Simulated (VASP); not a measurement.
# PbS (P-6m2) in VASP: a series of runs

Aim: see how the results for PbS move with the level of theory and the settings. Levels: PBEsol, LDA, RPBE. Tasks: single point.

Everything below comes from runs of VASP 6.6.1. Logs are shortened: lines on timing, memory, paths and dates and some standing lists are left out, and cuts for length are marked.

### 1 The cell of the first run

The structure is hexagonal, space group P-6m2 (No. 187). The conventional cell has a = 4.144 Å, b = 4.144 Å, c = 3.838 Å, α = 90.00°, β = 90.00°, γ = 120.00°. Pb (site symmetry -6m2) has 6 S at 3.07 Å and 2 Pb at 3.84 Å within 4.0 Å. Within 4.0 Å of S (site symmetry -6m2) lie 6 Pb at 3.07 Å and 2 S at 3.84 Å.

### 2 Single point, PBEsol (volume scaled by 1.04)

INCAR

```
SYSTEM = PbS
ALGO = Normal
EDIFF = 1E-7
ENCUT = 520
GGA = PS
ISIF = 2
ISMEAR = -1
LASPH = .TRUE.
LCHARG = .FALSE.
LREAL = .FALSE.
LWAVE = .FALSE.
NBANDS = 17
NELM = 60
PREC = Accurate
SIGMA = 0.05
```

KPOINTS

```
k-points
0
G
  8 8 7
  0 0 0
```

POSCAR

```
PbS
1.0
    4.1435156701      0.0000000000      0.0000000000
   -2.0717578350      3.5883898313      0.0000000000
    0.0000000000      0.0000000000      3.8380170193
Pb S
1 1
Direct
    0.0000000000      0.0000000000      0.0000000000
    0.6666666667      0.3333333333      0.5000000000
```

Potentials or basis: VASP PAW PBE potentials, release 64 (Pb_d, S).

On the command line:

```sh
$ cat potpaw_PBE.64/Pb_d/POTCAR potpaw_PBE.64/S/POTCAR > POTCAR
$ mpirun -np 1 vasp_std > vasp.out
```

OUTCAR:

```text
SYSTEM = PbS
   EDIFF = 1E-7
   ENCUT = 520
   GGA = PS
   ISIF = 2
   ISMEAR = -1
   LASPH = .TRUE.
   LREAL = .FALSE.
   NELM = 60
   PREC = Accurate

 ion  position               nearest neighbor table
   1  0.000  0.000  0.000-   2 3.07   2 3.07   2 3.07   2 3.07   2 3.07   2 3.07
   2  0.667  0.333  0.500-   1 3.07   1 3.07   1 3.07   1 3.07   1 3.07   1 3.07

  LATTYP: Found a hexagonal cell.
 ALAT       =     4.1435156701
 C/A-ratio  =     0.9262706660

  Lattice vectors:

 A1 = (   4.1435156701,   0.0000000000,   0.0000000000)
 A2 = (  -2.0717578350,   3.5883898313,   0.0000000000)
 A3 = (   0.0000000000,   0.0000000000,   3.8380170193)

Analysis of symmetry for initial positions (statically):
=====================================================================
 Subroutine PRICEL returns:
 Original cell was already a primitive cell.

 Routine SETGRP: Setting up the symmetry group for a
 hexagonal supercell.

 Subroutine GETGRP returns: Found 12 space group operations
 (whereof 12 operations were pure point group operations)
 out of a pool of 24 trial point group operations.

The static configuration has the point symmetry D_3h.

Analysis of symmetry for dynamics (positions and initial velocities):
=====================================================================
 Subroutine PRICEL returns:
 Original cell was already a primitive cell.

 Routine SETGRP: Setting up the symmetry group for a
 hexagonal supercell.

 Subroutine GETGRP returns: Found 12 space group operations
 (whereof 12 operations were pure point group operations)
 out of a pool of 24 trial point group operations.

The dynamic configuration has the point symmetry D_3h.

 Subroutine INISYM returns: Found 12 space group operations
 (whereof 12 operations are pure point group operations),
 and found     1 'primitive' translations

----------------------------------------------------------------------------------------

                                     Primitive cell

  volume of cell :      57.0657

  direct lattice vectors                    reciprocal lattice vectors
     4.143515670  0.000000000  0.000000000     0.241340948  0.139338261  0.000000000
    -2.071757835  3.588389831  0.000000000     0.000000000  0.278676523  0.000000000
     0.000000000  0.000000000  3.838017019     0.000000000  0.000000000  0.260551216

  length of vectors
[... 73 lines left out ...]
   PREC   = accura    normal or accurate (medium, high low for compatibility)
   ISTART =      0    job   : 0-new  1-cont  2-samecut
   ICHARG =      2    charge: 1-file 2-atom 10-const
   ISPIN  =      1    spin polarized calculation?
   LNONCOLLINEAR =      F non collinear calculations
   LSORBIT =      F    spin-orbit coupling
   LASPH  =      T    aspherical Exc in radial PAW
   ENCUT  =  520.0 eV  38.22 Ry    6.18 a.u.   7.70  7.70  7.14*2*pi/ulx,y,z
   NELM   =     60;   NELMIN=  2; NELMDL= -5     # of ELM steps
   EDIFF  = 0.1E-06   stopping-criterion for ELM
   LREAL  =      F    real-space projection
   EDIFFG = 0.1E-05   stopping-criterion for IOM
   NSW    =      0    number of steps for IOM
   IBRION =     -1    ionic relax: 0-MD 1-quasi-New 2-CG
   NFREE  =      0    steps in history (QN), initial steepest desc. (CG)
   ISIF   =      2    stress and relaxation
   ISYM   =      2    0-nonsym 1-usesym 2-fastsym
   POTIM  = 0.5000    time-step for ionic-motion
   TEBEG  =    0.0;   TEEND  =   0.0 temperature during run
   PSTRESS=    0.0 pullay stress
   NELECT =      20.0000    total number of electrons
   NUPDOWN=      -1.0000    fix difference up-down
   EMIN   =  10.00;   EMAX   =-10.00  energy-range for DOS
   EFERMI =   0.00;   METHOD = LEGACY
   ISMEAR =    -1;   SIGMA  =   0.05  broadening in eV -4-tet -1-fermi 0-gaus
   EFERMI_NEDOS =   21; number of points for ismear=-14 and -15
   IALGO  =     38    algorithm
   IMIX   =      4    mixing-type and parameters
     AMIX     =   0.40;   BMIX     =  1.00
     AMIX_MAG =   1.60;   BMIX_MAG =  1.00
  volume/ion in A,a.u.               =      28.53       192.55
  Fermi-wavevector in a.u.,A,eV,Ry     =   1.154232  2.181182 18.126373  1.332251
  Thomas-Fermi vector in A             =   2.290870
   LORBIT       =      0    0 simple, 1 ext, 2 COOP (PROOUT), +10 PAW based schemes
   GGA     = PS    functional components
   LHFCALC =     F    Hartree Fock is set to
   AEXX    =    0.0000 exact exchange contribution
   IVDW    =     0    specifies the selected vdW correction
   LEPSILON=     F    determine dielectric tensor
   LRPA    =     F    only Hartree local field effects (RPA)
 non-spin polarized calculation
  energy-cutoff  :      520.00
  volume of cell :       57.07
 maximum number of plane-waves:      1557
 NGX is ok and might be reduce to    32
   NGX = 15   NGY = 15   NGZ = 15

 number of electron      20.0000000 magnetization

 Free energy of the ion-electron system (eV)
  ---------------------------------------------------
  ext. energy  EPLUGINS =         0.00000000
  ---------------------------------------------------
  free energy    TOTEN  =        -9.13442153 eV

  energy without entropy =       -9.13358135  energy(sigma->0) =       -9.13400144

 E-fermi :   4.6123     XC(G=0):  -9.4577

 val. band max:        4.4907169429   @ k =   0.3750   0.2500   0.0000
 cond. band min:       4.7703959135   @ k =   0.3750   0.2500   0.4286
 fundamental gap:      0.2796789706
 Fermi energy:         4.6123269792

 k-point     1 :       0.0000    0.0000    0.0000
  band No.  band energies     occupation
      1     -12.1740      2.00000
      2     -12.1627      2.00000
      3     -12.1627      2.00000
      4     -12.0678      2.00000
      5     -12.0678      2.00000
      6      -8.2560      2.00000
[... 457 lines left out ...]
      4     -12.0994      2.00000
      5     -12.0790      2.00000
      6      -7.0468      2.00000
[... 9 lines left out ...]
     16      14.9245      0.00000
     17      16.4067      0.00000

 [... further k-points ...]
[... 5 lines left out ...]
  --------------------------------------------------------------------------------------
  -------------------------------------------------------------------------------------
  Total       -1.4507916     -1.4507916     -1.8131024     -0.0000000      0.0000000     -0.0000000
  in kB      -40.7324114    -40.7324114    -50.9046466     -0.0000000      0.0000000     -0.0000000
  external PRESSURE =     -44.1231565 kB  Pullay stress =       0.0000000 kB

 VOLUME and BASIS-vectors are now :
 -----------------------------------------------------------------------------
  energy-cutoff  :      520.00
  volume of cell :       57.07
      direct lattice vectors                 reciprocal lattice vectors
     4.143515670  0.000000000  0.000000000     0.241340948  0.139338261  0.000000000
    -2.071757835  3.588389831  0.000000000     0.000000000  0.278676523  0.000000000
     0.000000000  0.000000000  3.838017019     0.000000000  0.000000000  0.260551216

 POSITION                                       TOTAL-FORCE (eV/Angst)
 -----------------------------------------------------------------------------------
      0.00000      0.00000      0.00000         0.000000     -0.000000      0.000000
      2.07176      1.19613      1.91901        -0.000000      0.000000      0.000000
 -----------------------------------------------------------------------------------
    total drift:                               -0.000000      0.000000      0.000000

  FREE ENERGIE OF THE ION-ELECTRON SYSTEM (eV)
  ---------------------------------------------------
  free  energy   TOTEN  =        -9.1344215292 eV

  energy  without entropy=       -9.1335813460  energy(sigma->0) =       -9.13400144
```

OSZICAR:

```text
N       E                     dE             d eps       ncg     rms          rms(c)
DAV:   1     0.155395293398E+03    0.15540E+03   -0.95842E+03  1360   0.122E+03
DAV:   2     0.255678503372E+01   -0.15284E+03   -0.14745E+03  1460   0.298E+02
DAV:   3    -0.937903146843E+01   -0.11936E+02   -0.11738E+02  1737   0.905E+01
DAV:   4    -0.968938951434E+01   -0.31036E+00   -0.31009E+00  1782   0.167E+01
DAV:   5    -0.970033907975E+01   -0.10950E-01   -0.10949E-01  1996   0.287E+00    0.394E+00
DAV:   6    -0.914689966583E+01    0.55344E+00   -0.16172E+00  2123   0.829E+00    0.272E+00
DAV:   7    -0.913826860662E+01    0.86311E-02   -0.12351E-01  1613   0.177E+00    0.151E+00
DAV:   8    -0.913466469217E+01    0.36039E-02   -0.16741E-02  1686   0.117E+00    0.231E-01
DAV:   9    -0.913428290577E+01    0.38179E-03   -0.41247E-03  2161   0.411E-01    0.112E-01
DAV:  10    -0.913442251156E+01   -0.13961E-03   -0.46510E-04  1633   0.133E-01    0.587E-02
DAV:  11    -0.913442031158E+01    0.22000E-05   -0.37360E-05  1774   0.455E-02    0.796E-03
DAV:  12    -0.913442167967E+01   -0.13681E-05   -0.36050E-06  1673   0.182E-02    0.201E-03
DAV:  13    -0.913442157111E+01    0.10857E-06   -0.59162E-07  1839   0.394E-03    0.107E-03
DAV:  14    -0.913442152917E+01    0.41935E-07   -0.81417E-08  1230   0.270E-03
   1 F= -.91344215E+01 E0= -.91340014E+01  d E =-.840183E-03
```

Run time: 13 s. Hardware: 1 thread of Intel Xeon 6975P-C (Granite Rapids), shared host; peak memory 0.19 GiB.

What came out:

```yaml
Free_energy: -9.1344 eV
Pressure: -4.4 GPa
Band_gap_on_the_k_mesh: 0.28 eV, indirect (least direct gap 1.57 eV)
```

Stress tensor (GPa, compression positive):
```
-4.07  0.00  0.00
 0.00 -4.07  0.00
 0.00  0.00 -5.09
```

Caveat: the cell differs from its parent crystal (volume scaled by 1.04); the PAW data sets were made with another functional, which shifts forces and pressure a little; spin-orbit coupling is left out, which moves the levels of the heavy elements.

### 3 Single point, LDA

This run uses another cell than the first one, of 27.44 Å³/atom, 0.962 times its volume.

INCAR

```
ALGO = Normal
EDIFF = 1E-6
ENCUT = 520
ISIF = 2
ISMEAR = 0
LASPH = T
LCHARG = F
LREAL = F
LWAVE = F
NBANDS = 17
NELM = 80
PREC = Accurate
SIGMA = 0.02
```

KPOINTS

```
k-points
0
Gamma
  8 8 7
```

POSCAR

```
PbS
1.0
    4.0896976867      0.0000000000      0.0000000000
   -2.0448488433      3.5417820905      0.0000000000
    0.0000000000      0.0000000000      3.7881670000
Pb S
1 1
Direct
    0.0000000000      0.0000000000      0.0000000000
    0.6666666667      0.3333333333      0.5000000000
```

Potentials or basis: VASP PAW LDA potentials, release 64 (Pb_d, S).

On the command line:

```sh
$ cat potpaw_LDA.64/Pb_d/POTCAR potpaw_LDA.64/S/POTCAR > POTCAR
$ mpirun -np 1 vasp_std > vasp.out
```

Wall time 14 s (1 thread of Intel Xeon 6975P-C (Granite Rapids), shared host); peak memory 0.16 GiB.

Results (log left out):

- Free energy: -9.6790 eV
- Pressure: -4.2 GPa
- Band gap on the k mesh: 0.07 eV, indirect (least direct gap 1.56 eV)

Stress tensor (GPa, compression positive):
```
-4.01  0.00  0.00
 0.00 -4.01  0.00
 0.00  0.00 -4.69
```

Levels at points of the mesh, in eV from the valence-band top:
```csv
k point,band 7,band 8,band 9,band 10,band 11,band 12,band 13,band 14
"(0.00, 0.00, 0.00)",-6.41,-2.08,-1.58,-1.58,3.43,3.43,5.26,6.46
"(0.50, 0.00, 0.00)",-8.44,-2.61,-1.77,-1.07,1.93,3.90,5.24,5.38
```

Caveat: spin-orbit coupling is left out, which moves the levels of the heavy elements. A k mesh can miss the band edges.

(Part 1 of 2 ends here.)
